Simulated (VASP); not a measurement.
Set up this calculation in VASP 6.6.1, as the native input.

```yaml
Task: relaxation of cell and atoms
Functional: PBE
Potentials_or_basis: VASP PAW PBE potentials, release 64 (Ga_d, S)
Cutoff: 600 eV
k_mesh: 12 × 12 × 10
Occupations: gaussian, width 0.1 eV
Spin: no spin polarisation
Dipole_correction: no
Further_INCAR_settings: ALGO = Fast; EDIFF = 1e-07; IBRION = 2; EDIFFG = -0.01; NSW = 100; ISIF = 3
```

The structure of GaS3 lies in POSCAR:

```
GaS3
1.0
    5.2094488386      0.0000000000      0.0000000000
   -2.6047244193      4.5115150339      0.0000000000
    0.0000000000      0.0000000000      5.0899952346
Ga S
1 3
Direct
    0.0000000000      0.0000000000      0.0000000000
    0.5000000000      0.0000000000      0.0000000000
    0.0000000000      0.5000000000      0.0000000000
    0.5000000000      0.5000000000      0.0000000000
```

The cell was generated, and may not be a known phase.

One way to write it, as run:

INCAR

```
SYSTEM = GaS3
PREC = Accurate ; ENCUT = 600
EDIFF = 1E-7 ; ISMEAR = 0
SIGMA = 0.1 ; LREAL = .FALSE.
LASPH = .TRUE. ; NELM = 80
ALGO = Fast ; ISIF = 3
LWAVE = .FALSE. ; LCHARG = .FALSE.
GGA = PE ; IBRION = 2
NSW = 100 ; EDIFFG = -0.01
```

KPOINTS

```
Automatic mesh
0
G
  12 12 10
  0 0 0
```

Potentials or basis: VASP PAW PBE potentials, release 64 (Ga_d, S).

The run is started by

```console
$ cat potpaw_PBE.64/Ga_d/POTCAR potpaw_PBE.64/S/POTCAR > POTCAR
$ mpirun -np 1 vasp_std > vasp.out
```

Results of the run:

```json
{
 "Relaxed volume": "29.75 Å³/atom",
 "Relaxed cell": "a = 5.196 Å, b = 5.196 Å, c = 5.091 Å, α = 90.00°, β = 90.00°, γ = 120.00°",
 "Space group after relaxing (to 0.1 Å)": "P6/mmm (No. 191)",
 "Energy gained by relaxing": "0.2 meV/atom",
 "Ionic steps": "3",
 "Pressure after relaxing": "0.0 GPa",
 "Band gap on the k mesh": "zero (an odd number of electrons rules out a gap without spin polarisation)"
}
```

Run time: 17 min on 1 thread of Oxide Virtual Turin-like Processor, with other jobs on the host, peak memory 0.45 GiB.
